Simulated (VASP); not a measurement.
Here is a VASP 6.6.1 calculation.

File INCAR:

```
SYSTEM = Zr5O9
ALGO = Normal
EDIFF = 1E-6
ENCUT = 520
GGA = PS
GGA_COMPAT = .False.
ISIF = 2
ISMEAR = 0
LASPH = .True.
LCHARG = .True.
LELF = .True.
LREAL = .False.
LVHAR = .True.
LWAVE = .False.
NBANDS = 70
NELECT = 112.0
NELM = 120
PREC = Accurate
SIGMA = 0.05
```

Contents of KPOINTS:

```
k-points
0
Gamma
  4 4 4
  0 0 0
```

File POSCAR:

```
Zr5O9
1.0
    0.0000000000      0.0000000000      5.0643543103
   -5.0643543103     -2.5321771552      2.5321771552
    2.5321771552     -5.0643543103      2.5321771552
Zr O
5 9
Direct
    0.8000000000      0.8000000000      0.6000000000
    0.0000000000      0.0000000000      1.0000000000
    0.2000000000      0.2000000000      0.4000000000
    0.4000000000      0.4000000000      0.8000000000
    0.6000000000      0.6000000000      0.2000000000
    0.6500000000      0.9000000000      0.3000000000
    0.8500000000      0.1000000000      0.7000000000
    0.0500000000      0.3000000000      0.1000000000
    0.2500000000      0.5000000000      0.5000000000
    0.3855425369      0.0763049754      0.6526099508
    0.5500000000      0.3000000000      0.1000000000
    0.7500000000      0.5000000000      0.5000000000
    0.9500000000      0.7000000000      0.9000000000
    0.1500000000      0.9000000000      0.3000000000
```

Potentials or basis: VASP PAW PBE potentials, release 64 (Zr_sv, O).

Launch:

```bash
$ cat potpaw_PBE.64/Zr_sv/POTCAR potpaw_PBE.64/O/POTCAR > POTCAR
$ mpirun -np 1 vasp_std > vasp.out
```

(1) Estimate the largest force.

## Answers

(1) 4.756 eV/Å.

Caveat: the cell carries a net charge on a neutralising background, which shifts energy and pressure; the cell differs from its parent crystal (atoms taken out, atom 10 moved 0.000 of the way to it and +0.300 Å across, host rigid); the PAW data sets were made with another functional, which shifts forces and pressure a little.
